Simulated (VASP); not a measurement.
Crystal: Si.

```
Si
1.0
     2.52700    0.00000    0.00000
    -1.26350    2.18845    0.00000
     0.00000    0.00000    2.37300
Si
1
Direct
  0.00000 0.00000 0.00000
```

Base run:

- Program: VASP 6.6.1
- Functional: PBE
- Potentials or basis: VASP PAW PBE potentials, release 64 (Si)
- Cutoff: 520 eV
- k mesh: 13 × 13 × 12, shifted
- Occupations: methfessel-paxton, width 0.2 eV
- Spin: no spin polarisation

Its results: band gap on the k mesh zero (band 2 reaches 17.68 eV, above the bottom of band 3 at 6.87 eV); pressure 20.9 GPa.

Problem. The run is repeated on the same cell with these changes: functional from PBE to LDA; potentials or basis from VASP PAW PBE potentials, release 64 (Si) to VASP PAW LDA potentials, release 64 (Si). What comes out?

Solution. Band gap on the k mesh zero (band 2 reaches 17.65 eV, above the bottom of band 3 at 6.88 eV); pressure 15.9 GPa.
